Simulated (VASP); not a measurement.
Co:

```
Co
1.0
     2.48736    0.00000    0.00000
    -1.24368    2.15412    0.00000
     0.00000    0.00000    4.06329
Co
2
Direct
  0.33333 0.66667 0.74014
  0.66667 0.33333 0.25986
```

Base run:

```yaml
Program: VASP 6.6.1
Functional: revPBE
Potentials_or_basis: VASP PAW PBE potentials, release 64 (Co)
Cutoff: 520 eV
k_mesh: 12 × 12 × 7
Occupations: fermi-dirac, width 0.05 eV
Spin: collinear spin, ferromagnetic start
Starting_moments: "[2.0, 2.0] μB"
```

Its results: pressure 4.3 GPa; net moment 3.28 μB per cell; site moments Co +1.66 μB; largest force 0.497 eV/Å.

Question: The run is repeated on the same cell with these changes: functional from revPBE to r2SCAN. What comes out?

Answer: Pressure -3.4 GPa; net moment 3.58 μB per cell; site moments Co +1.85 μB; largest force 0.190 eV/Å.

Caveats: the PAW data sets were made with another functional, which shifts forces and pressure a little.
